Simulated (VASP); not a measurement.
Crystal: GaP.

```
Ga P
1.0
     1.94301    1.12180    6.43081
    -1.94301    1.12180    6.43081
     0.00000   -2.24360    6.43081
Ga P
2 2
Direct
  0.43537 0.43537 0.43537
  0.56463 0.56463 0.56463
  0.05739 0.05739 0.05739
  0.94261 0.94261 0.94261
```

Program: VASP 6.6.1. Alike in all runs: task single point; no spin polarisation; cell as given; k mesh 6 × 6 × 6; cutoff (eV) 520; smearing gaussian 0.01 eV.

Question: Order these runs on this cell by their pressure, lowest first.
A. level BLYP; potentials or basis VASP PAW PBE potentials, release 64 (Ga_d, P)
B. level LDA; potentials or basis VASP PAW LDA potentials, release 64 (Ga_d, P)
C. level PBEsol; potentials or basis VASP PAW PBE potentials, release 64 (Ga_d, P)

Answer: B (-4.7 GPa), C (-2.8 GPa), A (3.8 GPa).

Caveats: the PAW data sets were made with another functional, which shifts forces and pressure a little (at least some runs); the cell stands under tension (at least some runs); the cell stands under pressure (at least some runs).
